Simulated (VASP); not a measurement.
Here is a VASP 6.6.1 calculation.

The input INCAR:

```
PREC     = Accurate       # precision mode
ENCUT    = 520            # plane-wave cutoff, eV
EDIFF    = 1E-7           # SCF threshold, eV
ISMEAR   = 0              # smearing method
SIGMA    = 0.05           # smearing width, eV
LREAL    = F              # projectors in reciprocal space
LASPH    = T              # aspherical terms in the spheres
NELM     = 150            # most SCF steps
ALGO     = Normal         # electronic algorithm
ISIF     = 2              # what is computed and relaxed
LWAVE    = F              # write WAVECAR
LCHARG   = F              # write CHGCAR
ISPIN    = 2              # spin polarisation
MAGMOM   = 0.5 0.5        # initial moments
LORBIT   = 11             # projections on sites
GGA      = PE             # functional
NBANDS   = 19             # bands
```

Contents of KPOINTS:

```
regular mesh
0
Gamma
  1 1 15
```

The input POSCAR:

```
KF
1.0
   10.1000000000      0.0000000000      0.0000000000
    0.0000000000      9.3000000000      0.0000000000
    0.0000000000      0.0000000000      4.3891736149
K F
1 1
Direct
    0.4456785444      0.5000000000      0.0000000000
    0.5543214556      0.5000000000      0.5000000000
```

Potentials or basis: VASP PAW PBE potentials, release 64 (K_sv, F).

Command:

```console
$ cat potpaw_PBE.64/K_sv/POTCAR potpaw_PBE.64/F/POTCAR > POTCAR
$ mpirun -np 1 vasp_std > vasp.out
```

(1) What does it give for the net moment?

(2) Predict the band gap on the k mesh.

Answers

(1) 0.00 μB per cell.

(2) 3.93 eV (least direct gap 3.99 eV).
